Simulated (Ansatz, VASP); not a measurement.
One calculation of CdS, two programs

File INCAR:

```
ALGO = Normal
EDIFF = 1E-6
ENCUT = 520
GGA = PE
ISIF = 2
ISMEAR = 0
LASPH = T
LCHARG = F
LREAL = F
LWAVE = F
NBANDS = 16
NELM = 60
PREC = Accurate
SIGMA = 0.01
```

File KPOINTS:

```
k-points
0
Gamma
  12 12 12
```

POSCAR

```
CdS
1.0
    0.0000000000      2.7197442639      2.7197442639
    2.7197442639      0.0000000000      2.7197442639
    2.7197442639      2.7197442639      0.0000000000
Cd S
1 1
Direct
    0.0000000000      0.0000000000      0.0000000000
    0.5000000000      0.5000000000      0.5000000000
```

Input for Ansatz:

```yaml
crystal:
  lattice:
    - [0.0, 2.7197442639, 2.7197442639]
    - [2.7197442639, 0.0, 2.7197442639]
    - [2.7197442639, 2.7197442639, 0.0]
  atoms:
    - { symbol: Cd, position: [0.0, 0.0, 0.0] }
    - { symbol: S, position: [0.5, 0.5, 0.5] }
basis:
  ecutwfc: 420
kpoints:
  mp_grid: { grid: [12, 12, 12] }
hamiltonian:
  xc: pbe
scf:
  occupations: { method: gaussian, width: 0.01 }
output:
  forces: true
  stress: true
  eigenvalues: true
```

Alike in both runs: task single point; functional PBE; k mesh 12 × 12 × 12; occupations gaussian, width 0.01 eV; no spin polarisation.

|  | VASP | Ansatz |
| --- | --- | --- |
| version | VASP 6.6.1 | Ansatz 0.2.0 |
| potentials or method | VASP PAW PBE potentials, release 64 (Cd, S), cutoff 520 eV | scalar-relativistic, plane waves, PAW |
| valence electrons in the cell | 18 | 26 |

|  | VASP | Ansatz | Ansatz less VASP |
| --- | --- | --- | --- |
| gap on the k mesh at the Fermi level (eV) | 0.25 | 0.26 | +0.009 |
| least direct gap on the mesh (eV) | 1.77 | 1.80 | +0.027 |
| pressure (GPa) | 2.8 | 2.4 | -0.43 |

VASP's potentials hold 18 valence electrons a cell and Ansatz's 26, so a difference there can come from the potentials and not from the codes.
